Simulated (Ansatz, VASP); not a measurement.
SnO2: VASP beside Ansatz

```
Sn O
1.0
     3.20536    1.85061    4.29120
    -3.20536    1.85061    4.29120
     0.00000   -3.70123    4.29120
Sn O
4 8
Direct
  0.86454 0.86454 0.86454
  0.36487 0.36487 0.86488
  0.36487 0.86488 0.36487
  0.86488 0.36487 0.36487
  0.11991 0.61961 0.61961
  0.61961 0.11991 0.61961
  0.61961 0.61961 0.11991
  0.60994 0.60994 0.60994
  0.11985 0.11985 0.11985
  0.10969 0.10969 0.61000
  0.10969 0.61000 0.10969
  0.61000 0.10969 0.10969
```

Alike in both runs: task single point; functional LDA; k mesh 6 × 6 × 6; occupations gaussian, width 0.05 eV; no spin polarisation.

```csv
,VASP,Ansatz
version,VASP 6.6.1,Ansatz 0.2.0
potentials or method,"VASP PAW LDA potentials, release 64 (Sn_d, O), cutoff 520 eV","scalar-relativistic, plane waves, PAW"
valence electrons in the cell,104,104
```

|  | VASP | Ansatz | Ansatz less VASP |
| --- | --- | --- | --- |
| gap on the k mesh at the Fermi level (eV) | 1.55 | 1.55 | 0.000 |
| least direct gap on the mesh (eV) | 1.55 | 1.55 | 0.000 |
| pressure (GPa) | -4.3 | -5.4 | -1.16 |
| traceless stress, the component that is largest in VASP (GPa) | -1.14 | -0.46 | +0.673 |
| rms of the force components (eV/Å) | 0.231 | 0.270 | +0.0394 |

Ansatz warns that its potentials were made for another functional, while VASP's fit it. LDA's correlation is that of Perdew and Zunger in VASP and of Perdew and Wang (1992) in Ansatz. Atom by atom the forces differ by 0.039 eV/Å (rms over components).
